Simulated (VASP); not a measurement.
# AgPbF4 (P6/mmm) in VASP: further runs

AgPbF4 is run at these levels: PBE; tasks: single point, relaxation of cell and atoms.

Program: VASP 6.6.1. These are calculated values, not measurements. Logs are shortened: lines on timing, memory, paths and dates and some standing lists are left out, and cuts for length are marked.

### 1 The cell of the first run

The structure is hexagonal, space group P6/mmm (No. 191). Conventional cell: a = 4.034 Å, b = 4.034 Å, c = 5.925 Å, α = 90.00°, β = 90.00°, γ = 120.00°. Ag (site symmetry 6/mmm) has 12 F at 2.81 Å and 2 Pb at 2.96 Å within 3.7 Å. Within 3.6 Å of Pb (site symmetry 6/mmm) lie 12 F at 2.72 Å and 2 Ag at 2.96 Å. Within 3.1 Å of F (site symmetry 3m) lie 4 F at 2.33 to 2.80 Å and 3 Pb at 2.72 Å and 3 Ag at 2.81 Å.

### 2 Single point, PBE

INCAR reads:

```
SYSTEM = AgPbF4
PREC = Accurate
ENCUT = 520
EDIFF = 1E-6
ISMEAR = 0
SIGMA = 0.1
LREAL = .False.
LASPH = .True.
NELM = 100
ALGO = Normal
ISIF = 2
LWAVE = .False.
LCHARG = .False.
GGA = PE
NBANDS = 36
```

KPOINTS reads:

```
regular mesh
0
Gamma
  6 6 2
  0 0 0
```

POSCAR reads:

```
AgPbF4
1.0
    4.0344626800      0.0000000033      0.0000000000
   -2.0172313429      3.4939471698      0.0000000000
    0.0000000000      0.0000000000      5.9250090442
Ag Pb F
1 1 4
Direct
    0.0000000000      0.0000000000      0.5000000000
    0.0000000000      0.0000000000      0.0000000000
    0.3333333333      0.6666666667      0.2360803324
    0.3333333333      0.6666666667      0.7639196676
    0.6666666667      0.3333333333      0.2360803324
    0.6666666667      0.3333333333      0.7639196676
```

Potentials or basis: VASP PAW PBE potentials, release 64 (Ag, Pb_d, F).

On the command line:

```bash
cat potpaw_PBE.64/Ag/POTCAR potpaw_PBE.64/Pb_d/POTCAR potpaw_PBE.64/F/POTCAR > POTCAR
mpirun -np 1 vasp_std > vasp.out
```

OUTCAR:

```text
SYSTEM = AgPbF4
   PREC = Accurate
   ENCUT = 520
   EDIFF = 1E-6
   ISMEAR = 0
   LREAL = .False.
   LASPH = .True.
   NELM = 100
   ISIF = 2
   GGA = PE

 ion  position               nearest neighbor table
   1  0.000  0.000  0.500-   2 2.96   2 2.96
   2  0.000  0.000  0.000-   3 2.72   4 2.72   5 2.72   6 2.72   3 2.72   4 2.72   5 2.72   6 2.72
                             5 2.72   6 2.72   3 2.72   4 2.72   1 2.96   1 2.96
   3  0.333  0.667  0.236-   2 2.72   2 2.72   2 2.72
   4  0.333  0.667  0.764-   2 2.72   2 2.72   2 2.72
   5  0.667  0.333  0.236-   2 2.72   2 2.72   2 2.72
   6  0.667  0.333  0.764-   2 2.72   2 2.72   2 2.72

  LATTYP: Found a hexagonal cell.
 ALAT       =     4.0344626800
 C/A-ratio  =     1.4685992942

  Lattice vectors:

 A1 = (   4.0344626800,   0.0000000033,   0.0000000000)
 A2 = (  -2.0172313429,   3.4939471698,   0.0000000000)
 A3 = (   0.0000000000,   0.0000000000,   5.9250090442)

Analysis of symmetry for initial positions (statically):
=====================================================================
 Subroutine PRICEL returns:
 Original cell was already a primitive cell.

 Routine SETGRP: Setting up the symmetry group for a
 hexagonal supercell.

 Subroutine GETGRP returns: Found 24 space group operations
 (whereof 24 operations were pure point group operations)
 out of a pool of 24 trial point group operations.

The static configuration has the point symmetry D_6h.

Analysis of symmetry for dynamics (positions and initial velocities):
=====================================================================
 Subroutine PRICEL returns:
 Original cell was already a primitive cell.

 Routine SETGRP: Setting up the symmetry group for a
 hexagonal supercell.

 Subroutine GETGRP returns: Found 24 space group operations
 (whereof 24 operations were pure point group operations)
 out of a pool of 24 trial point group operations.

The dynamic configuration has the point symmetry D_6h.

 Subroutine INISYM returns: Found 24 space group operations
 (whereof 24 operations are pure point group operations),
 and found     1 'primitive' translations

----------------------------------------------------------------------------------------

                                     Primitive cell

  volume of cell :      83.5201

  direct lattice vectors                    reciprocal lattice vectors
     4.034462680  0.000000003  0.000000000     0.247864481  0.143104625  0.000000000
    -2.017231343  3.493947170  0.000000000    -0.000000000  0.286209250  0.000000000
     0.000000000  0.000000000  5.925009044     0.000000000  0.000000000  0.168776114

  length of vectors
     4.034462680  4.034462680  5.925009044     0.286209250  0.286209250  0.168776114

  position of ions in fractional coordinates (direct lattice)
     0.000000000  0.000000000  0.500000000
     0.000000000  0.000000000  0.000000000
     0.333333333  0.666666667  0.236080332
     0.333333333  0.666666667  0.763919668
     0.666666667  0.333333333  0.236080332
     0.666666667  0.333333333  0.763919668

  ion indices of the primitive-cell ions
   primitive index   ion index
                 1           1
                 2           2
                 3           3
                 4           4
                 5           5
                 6           6

----------------------------------------------------------------------------------------

 KPOINTS: regular mesh

Automatic generation of k-mesh.
 Grid dimensions read from file:
 generate k-points for:    6    6    2

 Generating k-lattice:

  Cartesian coordinates                     Fractional coordinates (reciprocal lattice)
     0.041310747  0.023850771  0.000000000     0.166666667  0.000000000  0.000000000
    -0.000000000  0.047701542  0.000000000     0.000000000  0.166666667  0.000000000
     0.000000000  0.000000000  0.084388057     0.000000000  0.000000000  0.500000000

  Length of vectors
     0.047701542  0.047701542  0.084388057

  Shift w.r.t. Gamma in fractional coordinates (k-lattice)
     0.000000000  0.000000000  0.000000000

 Subroutine IBZKPT returns following result:
 ===========================================

 Found     14 irreducible k-points:

 Following reciprocal coordinates:
            Coordinates               Weight
  0.000000  0.000000  0.000000      1.000000
  0.166667 -0.000000  0.000000      6.000000
  0.333333 -0.000000  0.000000      6.000000
  0.500000 -0.000000  0.000000      3.000000
  0.166667  0.166667  0.000000      6.000000
  0.333333  0.166667  0.000000     12.000000
  0.333333  0.333333  0.000000      2.000000
  0.000000  0.000000  0.500000      1.000000
  0.166667 -0.000000  0.500000      6.000000
  0.333333 -0.000000  0.500000      6.000000
  0.500000 -0.000000  0.500000      3.000000
  0.166667  0.166667  0.500000      6.000000
  0.333333  0.166667  0.500000     12.000000
  0.333333  0.333333  0.500000      2.000000
   k-points           NKPTS =     14   k-points in BZ     NKDIM =     14   number of bands    NBANDS=     36
   number of dos      NEDOS =    301   number of ions     NIONS =      6
   total plane-waves  NPLWV =  43200
   dimension x,y,z NGX =    30 NGY =   30 NGZ =   48
   dimension x,y,z NGXF=    60 NGYF=   60 NGZF=   96
   ions per type =               1   1   4
   NGX,Y,Z   is equivalent  to a cutoff of  12.36, 12.36, 13.47 a.u.
   NGXF,Y,Z  is equivalent  to a cutoff of  24.72, 24.72, 26.94 a.u.
 SYSTEM =  AgPbF4
   PREC   = accura    normal or accurate (medium, high low for compatibility)
   ISTART =      0    job   : 0-new  1-cont  2-samecut
   ICHARG =      2    charge: 1-file 2-atom 10-const
   ISPIN  =      1    spin polarized calculation?
   LNONCOLLINEAR =      F non collinear calculations
   LSORBIT =      F    spin-orbit coupling
   LASPH  =      T    aspherical Exc in radial PAW
   ENCUT  =  520.0 eV  38.22 Ry    6.18 a.u.   7.50  7.50 11.02*2*pi/ulx,y,z
   NELM   =    100;   NELMIN=  2; NELMDL= -5     # of ELM steps
   EDIFF  = 0.1E-05   stopping-criterion for ELM
   LREAL  =      F    real-space projection
   EDIFFG = 0.1E-04   stopping-criterion for IOM
   NSW    =      0    number of steps for IOM
   IBRION =     -1    ionic relax: 0-MD 1-quasi-New 2-CG
   NFREE  =      0    steps in history (QN), initial steepest desc. (CG)
   ISIF   =      2    stress and relaxation
   ISYM   =      2    0-nonsym 1-usesym 2-fastsym
   POTIM  = 0.5000    time-step for ionic-motion
   TEBEG  =    0.0;   TEEND  =   0.0 temperature during run
   PSTRESS=    0.0 pullay stress
   NELECT =      53.0000    total number of electrons
   NUPDOWN=      -1.0000    fix difference up-down
   EMIN   =  10.00;   EMAX   =-10.00  energy-range for DOS
   EFERMI =   0.00;   METHOD = LEGACY
   ISMEAR =     0;   SIGMA  =   0.10  broadening in eV -4-tet -1-fermi 0-gaus
   EFERMI_NEDOS =   21; number of points for ismear=-14 and -15
   IALGO  =     38    algorithm
   IMIX   =      4    mixing-type and parameters
     AMIX     =   0.40;   BMIX     =  1.00
     AMIX_MAG =   1.60;   BMIX_MAG =  1.00
  volume/ion in A,a.u.               =      13.92        93.94
  Fermi-wavevector in a.u.,A,eV,Ry     =   1.406813  2.658491 26.927609  1.979123
  Thomas-Fermi vector in A             =   2.529136
   LORBIT       =      0    0 simple, 1 ext, 2 COOP (PROOUT), +10 PAW based schemes
   GGA     = PE    functional components
   LHFCALC =     F    Hartree Fock is set to
   AEXX    =    0.0000 exact exchange contribution
   IVDW    =     0    specifies the selected vdW correction
   LEPSILON=     F    determine dielectric tensor
   LRPA    =     F    only Hartree local field effects (RPA)
 non-spin polarized calculation
 Gauss-broadening in eV      SIGMA  =   0.10
  energy-cutoff  :      520.00
  volume of cell :       83.52
 maximum number of plane-waves:      2273
 NGX is ok and might be reduce to    30
   NGX = 15   NGY = 15   NGZ = 23

 number of electron      53.0000051 magnetization

 Free energy of the ion-electron system (eV)
  ---------------------------------------------------
  ext. energy  EPLUGINS =         0.00000000
  ---------------------------------------------------
  free energy    TOTEN  =       -20.72460103 eV

  energy without entropy =      -20.66746075  energy(sigma->0) =      -20.69603089

 E-fermi :   2.2081     XC(G=0): -10.6165

 val. band max:        2.1968168849   @ k =   0.3333   0.1667   0.5000
 cond. band min:       2.2091320471   @ k =   0.3333   0.3333   0.5000
 fundamental gap:      0.0123151623
 Fermi energy:         2.2081231557

 k-point     1 :       0.0000    0.0000    0.0000
  band No.  band energies     occupation
      1     -18.8879      2.00000
      2     -18.6076      2.00000
      3     -17.4567      2.00000
      4     -17.3195      2.00000
      5     -12.7952      2.00000
      6     -12.6557      2.00000
[... 28 lines left out ...]
     35      17.6669      0.00000
     36      17.6669      0.00000

 k-point     2 :       0.1667   -0.0000    0.0000
  band No.  band energies     occupation
      1     -18.8011      2.00000
      2     -18.5432      2.00000
      3     -17.5524      2.00000
      4     -17.4010      2.00000
      5     -12.7868      2.00000
      6     -12.6596      2.00000
[... 28 lines left out ...]
     35      17.6311      0.00000
     36      18.3250      0.00000

 k-point     3 :       0.3333   -0.0000    0.0000
  band No.  band energies     occupation
      1     -18.5792      2.00000
      2     -18.3719      2.00000
      3     -17.7890      2.00000
      4     -17.6096      2.00000
      5     -12.7712      2.00000
      6     -12.6674      2.00000
[... 28 lines left out ...]
     35      18.0413      0.00000
     36      18.3873      0.00000

 k-point     4 :       0.5000   -0.0000    0.0000
  band No.  band energies     occupation
      1     -18.3966      2.00000
      2     -18.2313      2.00000
      3     -17.9762      2.00000
      4     -17.7696      2.00000
      5     -12.7638      2.00000
      6     -12.6713      2.00000
[... 28 lines left out ...]
     35      18.0095      0.00000
     36      18.1706      0.00000

 k-point     5 :       0.1667    0.1667    0.0000
  band No.  band energies     occupation
      1     -18.6455      2.00000
      2     -18.4220      2.00000
      3     -17.7192      2.00000
      4     -17.5497      2.00000
      5     -12.7745      2.00000
      6     -12.6582      2.00000
[... 265 lines left out ...]
 k-point    12 :       0.1667    0.1667    0.5000
  band No.  band energies     occupation
      1     -18.5919      2.00000
      2     -18.4779      2.00000
      3     -17.6819      2.00000
      4     -17.5889      2.00000
      5     -12.7586      2.00000
      6     -12.6570      2.00000
[... 28 lines left out ...]
     35      17.6773      0.00000
     36      18.1346      0.00000

 k-point    13 :       0.3333    0.1667    0.5000
  band No.  band energies     occupation
      1     -18.3609      2.00000
      2     -18.2725      2.00000
      3     -17.9233      2.00000
      4     -17.8205      2.00000
      5     -12.7466      2.00000
      6     -12.6530      2.00000
[... 28 lines left out ...]
     35      17.7048      0.00000
     36      19.3262      0.00000

 k-point    14 :       0.3333    0.3333    0.5000
  band No.  band energies     occupation
      1     -18.1427      2.00000
      2     -18.1427      2.00000
      3     -18.0520      2.00000
      4     -18.0520      2.00000
      5     -12.7411      2.00000
      6     -12.6214      2.00000
[... 28 lines left out ...]
     35      19.4021      0.00000
     36      19.4061      0.00000

------------------------ aborting loop because EDIFF is reached ----------------------------------------

  FORCE on cell =-STRESS in cart. coord.  units (eV):
  Direction    XX          YY          ZZ          XY          YZ          ZX
  --------------------------------------------------------------------------------------
  -------------------------------------------------------------------------------------
  Total        0.0100618      0.0100618      0.0438626     -0.0000000     -0.0000000      0.0000000
  in kB        0.1930166      0.1930166      0.8414211     -0.0000000     -0.0000000      0.0000000
  external PRESSURE =       0.4091514 kB  Pullay stress =       0.0000000 kB

 VOLUME and BASIS-vectors are now :
 -----------------------------------------------------------------------------
  energy-cutoff  :      520.00
  volume of cell :       83.52
      direct lattice vectors                 reciprocal lattice vectors
     4.034462680  0.000000003  0.000000000     0.247864481  0.143104625  0.000000000
    -2.017231343  3.493947170  0.000000000    -0.000000000  0.286209250  0.000000000
     0.000000000  0.000000000  5.925009044     0.000000000  0.000000000  0.168776114

 POSITION                                       TOTAL-FORCE (eV/Angst)
 -----------------------------------------------------------------------------------
      0.00000      0.00000      2.96250         0.000000      0.000000      0.000000
      0.00000      0.00000      0.00000         0.000000      0.000000      0.000000
     -0.00000      2.32930      1.39878        -0.000000      0.000000      0.019262
     -0.00000      2.32930      4.52623        -0.000000     -0.000000     -0.019262
      2.01723      1.16465      1.39878         0.000000     -0.000000      0.019262
      2.01723      1.16465      4.52623         0.000000     -0.000000     -0.019262
 -----------------------------------------------------------------------------------
    total drift:                               -0.000000      0.000000     -0.000000

  FREE ENERGIE OF THE ION-ELECTRON SYSTEM (eV)
  ---------------------------------------------------
  free  energy   TOTEN  =       -20.7246010309 eV

  energy  without entropy=      -20.6674607471  energy(sigma->0) =      -20.69603089
```

Run time: 56 s. Hardware: 1 thread of Intel Xeon Platinum 8175M at 2.50GHz (Skylake/Cascade Lake), shared host; peak memory 0.21 GiB.

What came out:

| Item | Value |
| --- | --- |
| Free energy | -20.7246 eV |
| Pressure | 0.0 GPa |
| Largest force | 0.019 eV/Å |

Forces on the atoms (eV/Å):
```
Ag   0.000  0.000  0.000
Pb   0.000  0.000  0.000
F    0.000  0.000  0.019
F    0.000  0.000 -0.019
F    0.000  0.000  0.019
F    0.000  0.000 -0.019
```

Levels at points of the mesh, in eV from the Fermi level:
```
           k point  band 23  band 24  band 25  band 26  band 27  band 28  band 29  band 30
(0.00, 0.00, 0.00)    -0.92    -0.92    -0.57    -0.07    -0.07     3.38     4.89     7.73
(0.50, 0.00, 0.00)    -0.85    -0.40    -0.30    -0.20    -0.03     4.93     5.20     5.34
(0.00, 0.00, 0.50)    -0.89    -0.73    -0.73    -0.31    -0.31     2.16     7.82     7.82
(0.50, 0.00, 0.50)    -0.53    -0.51    -0.48    -0.23     0.00     4.01     5.99     7.26
```

Caveat: the k points lie up to 0.53 Å⁻¹ apart; spin-orbit coupling is left out, which moves the levels of the heavy elements; an odd number of electrons without spin polarisation forces a metal; a magnetic or distorted state may lie lower.

### 3 Relaxation of cell and atoms, PBE

INCAR reads:

```
PREC = Accurate
ENCUT = 600
EDIFF = 1E-7
ISMEAR = 0
SIGMA = 0.1
LREAL = False
LASPH = True
NELM = 60
ALGO = Normal
ISIF = 3
LWAVE = False
LCHARG = False
GGA = PE
IBRION = 2
NSW = 90
EDIFFG = -0.04
```

KPOINTS reads:

```
regular mesh
0
Gamma
  6 6 4
```

Edit POSCAR of step 2 so:

```diff
@@ -2,4 +2,4 @@
 1.0
-    4.0344626800      0.0000000033      0.0000000000
-   -2.0172313429      3.4939471698      0.0000000000
+    4.0344626800      0.0000000000      0.0000000000
+   -2.0172313400      3.4939471715      0.0000000000
     0.0000000000      0.0000000000      5.9250090442
```

Potentials or basis: VASP PAW PBE potentials, release 64 (Ag, Pb_d, F).

On the command line:

```bash
cat potpaw_PBE.64/Ag/POTCAR potpaw_PBE.64/Pb_d/POTCAR potpaw_PBE.64/F/POTCAR > POTCAR
mpirun -np 1 vasp_std > vasp.out
```

Run time: 26 s. Hardware: 1 thread of Intel Xeon 6975P-C (Granite Rapids), shared host; peak memory 0.24 GiB.

It converged, with:

```
Free energy                  : -20.7322 eV
Pressure after relaxing      : 0.0 GPa
Largest force after relaxing : 0.010 eV/Å
```

Forces on the atoms (eV/Å):
```
Ag   0.000  0.000  0.000
Pb   0.000  0.000  0.000
F    0.000  0.000  0.010
F    0.000  0.000 -0.010
F    0.000  0.000  0.010
F    0.000  0.000 -0.010
```

Stress tensor (GPa, compression positive):
```
 0.12  0.00  0.00
 0.00  0.12  0.00
 0.00  0.00 -0.26
```

Final structure:
```
Ag Pb F
1.0
     4.03446    0.00000    0.00000
    -2.01723    3.49395    0.00000
     0.00000    0.00000    5.92501
Ag Pb F
1 1 4
Direct
  0.00000 0.00000 0.50000
  0.00000 0.00000 0.00000
  0.33333 0.66667 0.23608
  0.33333 0.66667 0.76392
  0.66667 0.33333 0.23608
  0.66667 0.33333 0.76392
```

Levels at points of the mesh, in eV from the Fermi level:
```
           k point  band 24  band 25  band 26  band 27  band 28  band 29  band 30  band 31
(0.00, 0.00, 0.00)    -0.91    -0.57    -0.06    -0.06     3.39     4.90     7.74     7.74
(0.50, 0.00, 0.00)    -0.39    -0.29    -0.20    -0.02     4.94     5.21     5.35     7.20
(0.00, 0.00, 0.50)    -0.72    -0.72    -0.31    -0.31     2.17     7.83     7.83     9.10
(0.50, 0.00, 0.50)    -0.51    -0.48    -0.23     0.01     4.02     6.00     7.27     8.69
```

Caveat: the relaxation stopped at its first step, so nothing moved; spin-orbit coupling is left out, which moves the levels of the heavy elements; an odd number of electrons without spin polarisation forces a metal; a magnetic or distorted state may lie lower.
